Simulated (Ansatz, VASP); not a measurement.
# One calculation of Mg2C3, two programs

File POSCAR:

```
Mg2C3
1.0
    2.3870223790     -2.3394118729     -0.0063441741
    2.3870223790      2.3394118729     -0.0063441741
   -1.2253611782      0.0000000000      4.8584158892
Mg C
2 3
Direct
    0.8082382625      0.8082382625      0.1984312469
    0.1917617375      0.1917617375      0.8015687531
    0.3172694803      0.3172694803      0.2614987632
    0.7089313313      0.7089313313      0.7385696634
    0.5131004058      0.5131004058      0.5000342133
```

INCAR.step1

```
SYSTEM = Mg2C3
ALGO     = Normal         ! electronic algorithm
EDIFF    = 1E-4           ! SCF threshold, eV
ENCUT    = 520            ! plane-wave cutoff, eV
GGA      = PE             ! functional
ISMEAR   = 0              ! smearing method
LASPH    = .True.         ! aspherical terms in the spheres
LCHARG   = .False.        ! write CHGCAR
LREAL    = .False.        ! projectors in reciprocal space
LWAVE    = .True.         ! write WAVECAR
NBANDS   = 16             ! bands
NELM     = 80             ! most SCF steps
PREC     = Accurate       ! precision mode
SIGMA    = 0.05           ! smearing width, eV
```

Contents of INCAR.step2:

```
SYSTEM = Mg2C3
ALGO     = Normal         ! electronic algorithm
EDIFF    = 1E-6           ! SCF threshold, eV
ENCUT    = 520            ! plane-wave cutoff, eV
ISIF     = 2              ! what is computed and relaxed
ISMEAR   = 0              ! smearing method
ISTART   = 1            
LASPH    = .True.         ! aspherical terms in the spheres
LCHARG   = .False.        ! write CHGCAR
LMIXTAU  = .True.       
LREAL    = .False.        ! projectors in reciprocal space
LWAVE    = .False.        ! write WAVECAR
METAGGA  = R2SCAN         ! meta-GGA
NBANDS   = 16             ! bands
NELM     = 80             ! most SCF steps
PREC     = Accurate       ! precision mode
SIGMA    = 0.05           ! smearing width, eV
```

Contents of KPOINTS:

```
k-points
0
Gamma
  8 8 6
  0 0 0
```

Input for Ansatz:

```yaml
crystal:
  lattice:
    - [2.387022379, -2.3394118729, -0.0063441741]
    - [2.387022379, 2.3394118729, -0.0063441741]
    - [-1.2253611782, 0.0, 4.8584158892]
  atoms:
    - { symbol: Mg, position: [0.8082382625, 0.8082382625, 0.1984312469] }
    - { symbol: Mg, position: [0.1917617375, 0.1917617375, 0.8015687531] }
    - { symbol: C, position: [0.3172694803, 0.3172694803, 0.2614987632] }
    - { symbol: C, position: [0.7089313313, 0.7089313313, 0.7385696634] }
    - { symbol: C, position: [0.5131004058, 0.5131004058, 0.5000342133] }
basis:
  ecutwfc: 500
kpoints:
  mp_grid: { grid: [8, 8, 6] }
hamiltonian:
  xc: r2scan
scf:
  occupations: { method: gaussian, width: 0.05 }
output:
  forces: true
  stress: true
  eigenvalues: true
```

Change from the starting cell: all C atoms moved +0.062 Å, as atom 3 along Cartesian [1 0 0].

Alike in both runs: task single point; functional r2SCAN; k mesh 8 × 8 × 6; occupations gaussian, width 0.05 eV; no spin polarisation.

|  | VASP | Ansatz |
| --- | --- | --- |
| version | VASP 6.6.1 | Ansatz 0.2.0 |
| potentials or method | VASP PAW PBE potentials, release 64 (Mg, C), cutoff 520 eV | scalar-relativistic, plane waves, PAW |
| valence electrons in the cell | 16 | 32 |

|  | VASP | Ansatz | Ansatz less VASP |
| --- | --- | --- | --- |
| gap on the k mesh at the Fermi level (eV) | 1.88 | 1.87 | -0.008 |
| least direct gap on the mesh (eV) | 2.65 | 2.65 | 0.000 |
| pressure (GPa) | -0.1 | 0.2 | +0.30 |
| traceless stress, the component that is largest in VASP (GPa) | -0.52 | -0.22 | +0.298 |
| rms of the force components (eV/Å) | 0.130 | 0.126 | -0.0042 |

VASP's potentials were made for PBE, not for r2SCAN. Atom by atom the forces differ by 0.042 eV/Å (rms over components). The functional is the same, so the differences come from potentials, cutoffs and numerics. VASP's potentials hold 16 valence electrons a cell and Ansatz's 32, so a difference there can come from the potentials and not from the codes.
